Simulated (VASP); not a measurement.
# Sb (R-3m) in VASP: further runs, part 2 of 2

VASP 6.6.1.

### Step 4. Electric field gradients, LDA (29.39 Å³/atom)

This run uses another cell than the first one, of 29.39 Å³/atom.

The input, INCAR:

```
  PREC = Accurate
  ENCUT = 400
  EDIFF = 1E-8
  ISMEAR = -1
  SIGMA = 0.03
  LREAL = F
  LASPH = T
  NELM = 120
  ALGO = Normal
  ISIF = 2
  LWAVE = F
  LCHARG = F
  LEFG = T
  NBANDS = 22
  GGA_COMPAT = F
```

The input, KPOINTS:

```
regular mesh
0
Gamma
  12 12 12
```

The input, POSCAR:

```
Sb
1.0
    2.1361663378      1.2333162102      3.7188717261
   -2.1361663378      1.2333162102      3.7188717261
    0.0000000000     -2.4666324202      3.7188717261
Sb
2
Direct
    0.2336400000      0.2336400000      0.2336400000
    0.7663600000      0.7663600000      0.7663600000
```

Potentials or basis: VASP PAW LDA potentials, release 64 (Sb_d_GW).

The run is started by

```
$ cat potpaw_LDA.64/Sb_d_GW/POTCAR > POTCAR
$ mpirun -np 1 vasp_std > vasp.out
```

OUTCAR:

```text
PREC = Accurate
   ENCUT = 400
   EDIFF = 1E-8
   ISMEAR = -1
   LREAL = F
   LASPH = T
   NELM = 120
   ISIF = 2

 ion  position               nearest neighbor table
   1  0.234  0.234  0.234-   2 2.88   2 2.88   2 2.88   2 3.32   2 3.32   2 3.32
   2  0.766  0.766  0.766-   1 2.88   1 2.88   1 2.88   1 3.32   1 3.32   1 3.32

  LATTYP: Found a trigonal (rhomboedric) cell.
 ALAT       =     4.4625421468
 COS(alpha) =     0.5417151843

  Lattice vectors:

 A1 = (   2.1361663378,   1.2333162102,   3.7188717261)
 A2 = (  -2.1361663378,   1.2333162102,   3.7188717261)
 A3 = (   0.0000000000,  -2.4666324202,   3.7188717261)

Analysis of symmetry for initial positions (statically):
=====================================================================
 Subroutine PRICEL returns:
 Original cell was already a primitive cell.

 Routine SETGRP: Setting up the symmetry group for a
 trigonal (rhombohedral) supercell.

 Subroutine GETGRP returns: Found 12 space group operations
 (whereof 12 operations were pure point group operations)
 out of a pool of 12 trial point group operations.

The static configuration has the point symmetry D_3d.

Analysis of symmetry for dynamics (positions and initial velocities):
=====================================================================
 Subroutine PRICEL returns:
 Original cell was already a primitive cell.

 Routine SETGRP: Setting up the symmetry group for a
 trigonal (rhombohedral) supercell.

 Subroutine GETGRP returns: Found 12 space group operations
 (whereof 12 operations were pure point group operations)
 out of a pool of 12 trial point group operations.

[... 149 lines left out ...]

 val. band max:        5.3177195143   @ k =   0.4167   0.3333   0.3333
 cond. band min:       5.4891292002   @ k =  -0.4167   0.5000   0.4167
 fundamental gap:      0.1714096858
 Fermi energy:         5.4490967844

 k-point     1 :       0.0000    0.0000    0.0000
  band No.  band energies     occupation
      1     -23.9514      2.00000
      2     -23.9514      2.00000
      3     -23.8515      2.00000
      4     -23.8515      2.00000
      5     -23.8264      2.00000
      6     -23.7256      2.00000
[... 589 lines left out ...]
     21      13.3141      0.00000
     22      15.7268      0.00000

 [... further k-points ...]
[... 5 lines left out ...]
  --------------------------------------------------------------------------------------
  -------------------------------------------------------------------------------------
  Total        0.1303870      0.1303870     -0.1203974      0.0000000     -0.0000000      0.0000000
  in kB        3.5536346      3.5536346     -3.2813739      0.0000000     -0.0000000      0.0000000
  external PRESSURE =       1.2752984 kB  Pullay stress =       0.0000000 kB

 VOLUME and BASIS-vectors are now :
 -----------------------------------------------------------------------------
  energy-cutoff  :      400.00
  volume of cell :       58.79
      direct lattice vectors                 reciprocal lattice vectors
     2.136166338  1.233316210  3.718871726     0.234064170  0.135137011  0.089632920
    -2.136166338  1.233316210  3.718871726    -0.234064170  0.135137011  0.089632920
     0.000000000 -2.466632420  3.718871726     0.000000000 -0.270274023  0.089632920

 POSITION                                       TOTAL-FORCE (eV/Angst)
 -----------------------------------------------------------------------------------
      0.00000      0.00000      2.60663         0.000000      0.000000      0.184855
      0.00000      0.00000      8.54998         0.000000     -0.000000     -0.184855
 -----------------------------------------------------------------------------------
    total drift:                               -0.000000      0.000000      0.000000

  FREE ENERGIE OF THE ION-ELECTRON SYSTEM (eV)
  ---------------------------------------------------
  free  energy   TOTEN  =        -9.6364029727 eV

  energy  without entropy=       -9.6360565627  energy(sigma->0) =       -9.63622977

 Electric field gradients (V/A^2)
---------------------------------------------------------------------
 ion       V_xx      V_yy      V_zz      V_xy      V_xz      V_yz
---------------------------------------------------------------------
   1      22.948    22.948   -45.896    -0.000    -0.000    -0.000
   2      22.948    22.948   -45.896    -0.000    -0.000    -0.000
---------------------------------------------------------------------

 Electric field gradients after diagonalization (V/A^2)
 (convention: |V_zz| > |V_xx| > |V_yy|)
----------------------------------------------------------------------
 ion       V_xx      V_yy      V_zz     asymmetry (V_yy - V_xx)/ V_zz
----------------------------------------------------------------------
   1      22.948    22.948   -45.896       0.000
   2      22.948    22.948   -45.896       0.000
----------------------------------------------------------------------

           NMR quadrupolar parameters

 Cq : quadrupolar parameter    Cq=e*Q*V_zz/h
 eta: asymmetry parameters     (V_yy - V_xx)/ V_zz
 Q  : nuclear electric quadrupole moment in mb (millibarn)
----------------------------------------------------------------------
 ion       Cq(MHz)       eta       Q (mb)
----------------------------------------------------------------------
   1      -0.111       0.000       1.000
   2      -0.111       0.000       1.000
----------------------------------------------------------------------
```

OSZICAR:

```text
N       E                     dE             d eps       ncg     rms          rms(c)
DAV:   1     0.222245214696E+03    0.22225E+03   -0.82869E+03 11718   0.114E+04
DAV:   2     0.198608003983E+02   -0.20238E+03   -0.19478E+03 16368   0.136E+03
DAV:   3    -0.861215017416E+01   -0.28473E+02   -0.28337E+02 16352   0.218E+02
DAV:   4    -0.961973048678E+01   -0.10076E+01   -0.10072E+01 13608   0.299E+01
DAV:   5    -0.966253301884E+01   -0.42803E-01   -0.42800E-01 13906   0.866E+00    0.395E+00
DAV:   6    -0.964618132803E+01    0.16352E-01   -0.30666E-02 16484   0.510E+00    0.241E+00
DAV:   7    -0.963639328948E+01    0.97880E-02   -0.97948E-03 15624   0.412E+00    0.641E-02
DAV:   8    -0.963639238439E+01    0.90509E-06   -0.75121E-04 15088   0.114E+00    0.432E-02
DAV:   9    -0.963640228432E+01   -0.98999E-05   -0.20953E-05 14928   0.207E-01    0.134E-02
DAV:  10    -0.963640289028E+01   -0.60596E-06   -0.33734E-06 14012   0.846E-02    0.142E-03
DAV:  11    -0.963640297293E+01   -0.82659E-07   -0.31454E-07 11870   0.126E-02    0.997E-04
DAV:  12    -0.963640297268E+01    0.25193E-09   -0.18332E-08  7570   0.449E-03
   1 F= -.96364030E+01 E0= -.96362298E+01  d E =-.346410E-03
```

stdout:

```text
POSCAR found type information on POSCAR Sb
 POSCAR found :  1 types and       2 ions
 scaLAPACK will be used
 LDA part: xc-table for (Slater(with rela. corr.)+CA(PZ))
 , standard interpolation
 POSCAR, INCAR and KPOINTS ok, starting setup
 FFT: planning ... GRIDC
 FFT: planning ... GRID_SOFT
 FFT: planning ... GRID
 WAVECAR not read
 entering main loop
ion   1

ion   2
```

It took 98 s on 1 thread of Intel Xeon 6975P-C (Granite Rapids), shared host; peak memory 0.27 GiB.

Results:

* Free energy: -9.6364 eV
* Pressure: 0.1 GPa
* Largest force: 0.185 eV/Å
* Band gap on the k mesh: zero (bands 15 and 16 overlap by 0.30 eV)
* Largest electric field gradient by atom: Sb -45.9 V/Å²

Forces in eV/Å, atoms in the order of the input:
```
Sb   0.000  0.000  0.185
Sb   0.000  0.000 -0.185
```

Electric field gradients, principal values (V/Å²):
| atom | least | middle | greatest (by size) |
| --- | --- | --- | --- |
| 1 Sb | 22.948 | 22.948 | -45.896 |
| 2 Sb | 22.948 | 22.948 | -45.896 |

Caveat: without QUAD_EFG the Cq values of the log hold for a quadrupole moment of 1 mb, not for the nuclei; spin-orbit coupling is left out, which moves the levels of the heavy elements.

### Step 5. The runs side by side

| cell | gap on the mesh (eV) | pressure (GPa) | largest force (eV/Å) |
| --- | --- | --- | --- |
| a = 4.401 Å, angles 57.2°, 2 atoms | none | 3.0 | 0.42 |
| a = 4.555 Å, angles 56.3°, 2 atoms | none | -2.0 | 0.06 |
| a = 4.463 Å, angles 57.2°, 2 atoms | none | 0.1 | 0.18 |

Alike in all rows: task electric field gradients; level LDA; potentials or basis VASP PAW LDA potentials, release 64 (Sb_d_GW); no spin polarisation; k mesh 12 × 12 × 12; cutoff (eV) 400; smearing fermi-dirac 0.03 eV.

Caveats: spin-orbit coupling is left out, which moves the levels of the heavy elements.

Absolute energies hang on the potentials; compare differences alone.

The gap in the log of VASP goes by the Fermi energy; the results here count the filled bands.